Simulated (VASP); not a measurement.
# Li2GaCuC6N6 (Fm-3m) in VASP: single point with PBE

Aim: the single point of Li2GaCuC6N6 with PBE.

Everything below comes from runs of VASP 6.6.1. Logs are shortened: lines on timing, memory, paths and dates and some standing lists are left out, and cuts for length are marked.

### Step 1. The cell of the first run

Symmetry: Fm-3m, No. 225, cubic system. Conventional cell: a = 10.838 Å, b = 10.838 Å, c = 10.838 Å, α = 90.00°, β = 90.00°, γ = 90.00°. Within 5.1 Å of Li (site symmetry -43m) lie 12 C at 3.86 Å and 12 N at 3.89 Å and 4 Ga at 4.69 Å and 4 Cu at 4.69 Å. Within 2.7 Å of Ga (site symmetry m-3m) lie 6 N at 2.03 Å. Cu (site symmetry m-3m) has 6 C at 2.21 Å within 2.9 Å. C (site symmetry 4mm) has 1 N at 1.18 Å within 1.6 Å. Within 1.6 Å of N (site symmetry 4mm) lie 1 C at 1.18 Å.

### Step 2. Single point, PBE, collinear spin

Contents of INCAR:

```
PREC = Accurate
ENCUT = 520
EDIFF = 1E-7
ISMEAR = 0
SIGMA = 0.1
LREAL = Auto
LASPH = T
NELM = 150
ALGO = Normal
ISIF = 2
LWAVE = F
LCHARG = T
ISPIN = 2
MAGMOM = 0 0 0 1 0 0 0 0 0 0 0 0 0 0 0 0
LORBIT = 11
LMAXMIX = 4
GGA = PE
LELF = T
LVHAR = T
NBANDS = 60
```

Contents of KPOINTS:

```
regular mesh
0
Gamma
  4 4 4
```

Contents of POSCAR:

```
Li2GaCuC6N6
1.0
    0.0000000000      5.4192352070      5.4192352070
    5.4192352070      0.0000000000      5.4192352070
    5.4192352070      5.4192352070      0.0000000000
Li Ga Cu C N
2 1 1 6 6
Direct
    0.2500000000      0.2500000000      0.2500000000
    0.7500000000      0.7500000000      0.7500000000
    0.5000000000      0.5000000000      0.5000000000
    0.0000000000      0.0000000000      0.0000000000
    0.7958846947      0.2041153053      0.2041153053
    0.2041153053      0.7958846947      0.2041153053
    0.2041153053      0.2041153053      0.7958846947
    0.2041153053      0.7958846947      0.7958846947
    0.7958846947      0.2041153053      0.7958846947
    0.7958846947      0.7958846947      0.2041153053
    0.6873275008      0.3126724992      0.3126724992
    0.3126724992      0.6873275008      0.3126724992
    0.3126724992      0.3126724992      0.6873275008
    0.3126724992      0.6873275008      0.6873275008
    0.6873275008      0.3126724992      0.6873275008
    0.6873275008      0.6873275008      0.3126724992
```

Potentials or basis: VASP PAW PBE potentials, release 64 (Li_sv, Ga_d, Cu, C, N).

Launch:

```
cat potpaw_PBE.64/Li_sv/POTCAR potpaw_PBE.64/Ga_d/POTCAR potpaw_PBE.64/Cu/POTCAR potpaw_PBE.64/C/POTCAR potpaw_PBE.64/N/POTCAR > POTCAR
mpirun -np 1 vasp_std > vasp.out
```

OUTCAR:

```text
PREC = Accurate
   ENCUT = 520
   EDIFF = 1E-7
   ISMEAR = 0
   LREAL = Auto
   LASPH = T
   NELM = 150
   ISIF = 2
   ISPIN = 2
   LORBIT = 11
   GGA = PE

 ion  position               nearest neighbor table
   1  0.250  0.250  0.250-
   2  0.750  0.750  0.750-
   3  0.500  0.500  0.500-  11 2.03  12 2.03  13 2.03  14 2.03  15 2.03  16 2.03
   4  0.000  0.000  0.000-   5 2.21   6 2.21   7 2.21   8 2.21   9 2.21  10 2.21
   5  0.796  0.204  0.204-  11 1.18   4 2.21
   6  0.204  0.796  0.204-  12 1.18   4 2.21
   7  0.204  0.204  0.796-  13 1.18   4 2.21
   8  0.204  0.796  0.796-  14 1.18   4 2.21
   9  0.796  0.204  0.796-  15 1.18   4 2.21
  10  0.796  0.796  0.204-  16 1.18   4 2.21
  11  0.687  0.313  0.313-   5 1.18   3 2.03
  12  0.313  0.687  0.313-   6 1.18   3 2.03
  13  0.313  0.313  0.687-   7 1.18   3 2.03
  14  0.313  0.687  0.687-   8 1.18   3 2.03
  15  0.687  0.313  0.687-   9 1.18   3 2.03
  16  0.687  0.687  0.313-  10 1.18   3 2.03

  LATTYP: Found a face centered cubic cell.
 ALAT       =    10.8384704140

  Lattice vectors:

 A1 = (   0.0000000000,   5.4192352070,   5.4192352070)
 A2 = (   5.4192352070,   0.0000000000,   5.4192352070)
 A3 = (   5.4192352070,   5.4192352070,   0.0000000000)

Analysis of symmetry for initial positions (statically):
=====================================================================
 Subroutine PRICEL returns:
 Original cell was already a primitive cell.

 Routine SETGRP: Setting up the symmetry group for a
 face centered cubic supercell.

 Subroutine GETGRP returns: Found 48 space group operations
 (whereof 48 operations were pure point group operations)
 out of a pool of 48 trial point group operations.

The static configuration has the point symmetry O_h .

Analysis of symmetry for dynamics (positions and initial velocities):
=====================================================================
 Subroutine PRICEL returns:
 Original cell was already a primitive cell.

 Routine SETGRP: Setting up the symmetry group for a
 face centered cubic supercell.

 Subroutine GETGRP returns: Found 48 space group operations
 (whereof 48 operations were pure point group operations)
 out of a pool of 48 trial point group operations.

The dynamic configuration has the point symmetry O_h .

Analysis of structural, dynamic, and magnetic symmetry:
=====================================================================
 Subroutine PRICEL returns:
 Original cell was already a primitive cell.

 Routine SETGRP: Setting up the symmetry group for a
 face centered cubic supercell.

 Subroutine GETGRP returns: Found 48 space group operations
 (whereof 48 operations were pure point group operations)
 out of a pool of 48 trial point group operations.

The overall configuration has the point symmetry O_h .

 Subroutine INISYM returns: Found 48 space group operations
 (whereof 48 operations are pure point group operations),
 and found     1 'primitive' translations

----------------------------------------------------------------------------------------

                                     Primitive cell

  volume of cell :     318.3054

  direct lattice vectors                    reciprocal lattice vectors
     0.000000000  5.419235207  5.419235207    -0.092263941  0.092263941  0.092263941
     5.419235207  0.000000000  5.419235207     0.092263941 -0.092263941  0.092263941
     5.419235207  5.419235207  0.000000000     0.092263941  0.092263941 -0.092263941

  length of vectors
     7.663955927  7.663955927  7.663955927     0.159805834  0.159805834  0.159805834

  position of ions in fractional coordinates (direct lattice)
     0.250000000  0.250000000  0.250000000
     0.750000000  0.750000000  0.750000000
     0.500000000  0.500000000  0.500000000
     0.000000000  0.000000000  0.000000000
     0.795884695  0.204115305  0.204115305
     0.204115305  0.795884695  0.204115305
[... 8 lines left out ...]
     0.687327501  0.312672499  0.687327501
     0.687327501  0.687327501  0.312672499

  ion indices of the primitive-cell ions
[... 56 lines left out ...]
   total plane-waves  NPLWV = 216000
   dimension x,y,z NGX =    60 NGY =   60 NGZ =   60
   dimension x,y,z NGXF=   120 NGYF=  120 NGZF=  120
   ions per type =               2   1   1   6   6
   NGX,Y,Z   is equivalent  to a cutoff of  13.02, 13.02, 13.02 a.u.
   NGXF,Y,Z  is equivalent  to a cutoff of  26.03, 26.03, 26.03 a.u.
 SYSTEM =  unknown system
   PREC   = accura    normal or accurate (medium, high low for compatibility)
   ISTART =      0    job   : 0-new  1-cont  2-samecut
   ICHARG =      2    charge: 1-file 2-atom 10-const
   ISPIN  =      2    spin polarized calculation?
   LNONCOLLINEAR =      F non collinear calculations
   LSORBIT =      F    spin-orbit coupling
   LASPH  =      T    aspherical Exc in radial PAW
   ENCUT  =  520.0 eV  38.22 Ry    6.18 a.u.  14.25 14.25 14.25*2*pi/ulx,y,z
   NELM   =    150;   NELMIN=  2; NELMDL= -5     # of ELM steps
   EDIFF  = 0.1E-06   stopping-criterion for ELM
   LREAL  =      T    real-space projection
   EDIFFG = 0.1E-05   stopping-criterion for IOM
   NSW    =      0    number of steps for IOM
   IBRION =     -1    ionic relax: 0-MD 1-quasi-New 2-CG
   NFREE  =      0    steps in history (QN), initial steepest desc. (CG)
   ISIF   =      2    stress and relaxation
   ISYM   =      2    0-nonsym 1-usesym 2-fastsym
   POTIM  = 0.5000    time-step for ionic-motion
   TEBEG  =    0.0;   TEEND  =   0.0 temperature during run
   PSTRESS=    0.0 pullay stress
   NELECT =      84.0000    total number of electrons
   NUPDOWN=      -1.0000    fix difference up-down
   EMIN   =  10.00;   EMAX   =-10.00  energy-range for DOS
   EFERMI =   0.00;   METHOD = LEGACY
   ISMEAR =     0;   SIGMA  =   0.10  broadening in eV -4-tet -1-fermi 0-gaus
   EFERMI_NEDOS =   21; number of points for ismear=-14 and -15
   IALGO  =     38    algorithm
   IMIX   =      4    mixing-type and parameters
     AMIX     =   0.40;   BMIX     =  1.00
     AMIX_MAG =   1.60;   BMIX_MAG =  1.00
  volume/ion in A,a.u.               =      19.89       134.25
  Fermi-wavevector in a.u.,A,eV,Ry     =   1.050074  1.984352 15.002539  1.102656
  Thomas-Fermi vector in A             =   2.185062
   LORBIT       =     11    0 simple, 1 ext, 2 COOP (PROOUT), +10 PAW based schemes
   GGA     = PE    functional components
   LHFCALC =     F    Hartree Fock is set to
   AEXX    =    0.0000 exact exchange contribution
   IVDW    =     0    specifies the selected vdW correction
   LEPSILON=     F    determine dielectric tensor
   LRPA    =     F    only Hartree local field effects (RPA)
 spin polarized calculation
 Gauss-broadening in eV      SIGMA  =   0.10
  energy-cutoff  :      520.00
  volume of cell :      318.31
 maximum number of plane-waves:      8616
 NGX is ok and might be reduce to    60
   NGX = 29   NGY = 29   NGZ = 29

 number of electron      83.9999983 magnetization       0.0014018

 number of electron      83.9999983 magnetization      -0.0000223

 Free energy of the ion-electron system (eV)
  ---------------------------------------------------
  ext. energy  EPLUGINS =         0.00000000
  ---------------------------------------------------
  free energy    TOTEN  =      -108.41845387 eV

  energy without entropy =     -108.41680249  energy(sigma->0) =     -108.41762818

 E-fermi :   1.6941     XC(G=0):  -6.9089

 val. band max:        1.5345565555   @ k =   0.5000   0.5000   0.0000
 cond. band min:       1.7623090213   @ k =   0.0000   0.0000   0.0000
 fundamental gap:      0.2277524658
 Fermi energy:         1.6940935592

 spin component 1

 k-point     1 :       0.0000    0.0000    0.0000
  band No.  band energies     occupation
      1     -49.7541      1.00000
      2     -49.7541      1.00000
      3     -17.9475      1.00000
      4     -17.6451      1.00000
      5     -17.6451      1.00000
      6     -17.6451      1.00000
[... 445 lines left out ...]
     53       4.6232      0.00000
     54       4.6233      0.00000
 Fermi energy:         1.6940935592

 spin component 2

 k-point     1 :       0.0000    0.0000    0.0000
  band No.  band energies     occupation
      1     -49.7541      1.00000
      2     -49.7541      1.00000
      3     -17.9475      1.00000
      4     -17.6451      1.00000
      5     -17.6451      1.00000
      6     -17.6451      1.00000
[... 445 lines left out ...]
     53       4.6232      0.00000
     54       4.6232      0.00000
 [bands above 54 left out]

------------------------ aborting loop because EDIFF is reached ----------------------------------------

  FORCE on cell =-STRESS in cart. coord.  units (eV):
  Direction    XX          YY          ZZ          XY          YZ          ZX
  --------------------------------------------------------------------------------------
  -------------------------------------------------------------------------------------
  Total        0.7476959      0.7476959      0.7476959     -0.0000000      0.0000000      0.0000000
  in kB        3.7634968      3.7634968      3.7634968     -0.0000000      0.0000000      0.0000000
  external PRESSURE =       3.7634968 kB  Pullay stress =       0.0000000 kB

 VOLUME and BASIS-vectors are now :
 -----------------------------------------------------------------------------
  energy-cutoff  :      520.00
  volume of cell :      318.31
      direct lattice vectors                 reciprocal lattice vectors
     0.000000000  5.419235207  5.419235207    -0.092263941  0.092263941  0.092263941
     5.419235207  0.000000000  5.419235207     0.092263941 -0.092263941  0.092263941
     5.419235207  5.419235207  0.000000000     0.092263941  0.092263941 -0.092263941

 POSITION                                       TOTAL-FORCE (eV/Angst)
 -----------------------------------------------------------------------------------
      2.70962      2.70962      2.70962         0.000000      0.000000     -0.000000
      8.12885      8.12885      8.12885        -0.000000     -0.000000     -0.000000
      5.41924      5.41924      5.41924         0.000000      0.000000     -0.000000
      0.00000      0.00000      0.00000        -0.000000      0.000000     -0.000000
      2.21230      5.41924      5.41924        -0.323956      0.000000     -0.000000
      5.41924      2.21230      5.41924         0.000000     -0.323956     -0.000000
[... 8 lines left out ...]
      5.41924      7.44958      5.41924         0.000000     -0.337032     -0.000000
      5.41924      5.41924      7.44958         0.000000      0.000000     -0.337032
 -----------------------------------------------------------------------------------
    total drift:                                0.000000     -0.000000      0.000000

  FREE ENERGIE OF THE ION-ELECTRON SYSTEM (eV)
  ---------------------------------------------------
  free  energy   TOTEN  =      -108.4184538714 eV

  energy  without entropy=     -108.4168024873  energy(sigma->0) =     -108.41762818

 total charge

# of ion       s       p       d       tot
------------------------------------------
    1        1.982   0.002   0.000   1.984
    2        1.982   0.002   0.000   1.984
    3        0.615   0.737  10.236  11.588
    4        0.284   0.350   9.222   9.856
    5        0.981   1.547   0.000   2.529
    6        0.981   1.547   0.000   2.529
[... 8 lines left out ...]
   15        1.306   2.617   0.000   3.922
   16        1.306   2.617   0.000   3.922
--------------------------------------------------
tot         18.584  26.073  19.459  64.116

 magnetization (x)

# of ion       s       p       d       tot
------------------------------------------
    1       -0.000   0.000   0.000  -0.000
    2       -0.000   0.000   0.000  -0.000
    3       -0.000  -0.000  -0.000  -0.000
    4        0.000   0.000  -0.000  -0.000
    5       -0.000  -0.000   0.000  -0.000
    6       -0.000  -0.000   0.000  -0.000
[... 8 lines left out ...]
   15        0.000   0.000   0.000   0.000
   16        0.000   0.000   0.000   0.000
--------------------------------------------------
tot         -0.000   0.000  -0.000  -0.000
```

Run time: 19 min. Hardware: 1 thread of Intel Xeon Platinum 8259CL at 2.50GHz (Skylake/Cascade Lake), shared host; peak memory 0.78 GiB.

Results:

| Property | Result |
| --- | --- |
| Free energy | -108.4185 eV |
| Largest force | 0.337 eV/Å |
| Band gap on the k mesh | 0.23 eV (least direct gap 0.25 eV) |
| Net moment | 0.00 μB per cell |
| Valence electrons inside the program's atomic spheres | Li 1.98; Ga 11.59; Cu 9.86; C 2.53; N 3.92 |

Forces on the atoms (eV/Å):
```
Li   0.000  0.000  0.000
Li   0.000  0.000  0.000
Ga   0.000  0.000  0.000
Cu   0.000  0.000  0.000
C   -0.324  0.000  0.000
C    0.000 -0.324  0.000
C    0.000  0.000 -0.324
C    0.324  0.000  0.000
C    0.000  0.324  0.000
C    0.000  0.000  0.324
N    0.337  0.000  0.000
N    0.000  0.337  0.000
N    0.000  0.000  0.337
N   -0.337  0.000  0.000
N    0.000 -0.337  0.000
N    0.000  0.000 -0.337
```

Levels at points of the mesh, in eV from the valence-band top:
Spin up:
```tsv
k point	band 38	band 39	band 40	band 41	band 42	band 43	band 44	band 45	band 46	band 47
(0.00, 0.00, 0.00)	-1.88	-1.88	-1.88	-0.02	-0.02	0.23	1.32	1.68	1.68	1.68
(0.50, 0.00, 0.00)	-1.83	-1.81	-1.81	-0.09	-0.09	0.95	1.02	2.13	2.23	2.23
(0.50, 0.50, 0.00)	-1.87	-1.76	-1.76	-0.21	0.00	1.09	1.20	2.06	2.30	2.45
```
Spin down:
```csv
k point,band 39,band 40,band 41,band 42,band 43,band 44,band 45,band 46
"(0.00, 0.00, 0.00)",-1.88,-1.88,-0.02,-0.02,0.23,1.32,1.68,1.68
"(0.50, 0.00, 0.00)",-1.81,-1.81,-0.09,-0.09,0.95,1.02,2.13,2.23
"(0.50, 0.50, 0.00)",-1.76,-1.76,-0.21,0.00,1.09,1.20,2.06,2.30
```

Caveat: the cutoff is under 1.25 times the usual one of these potentials, so pressure, stress and relaxed cells hold a basis-set (Pulay) error. A k mesh can miss the band edges.
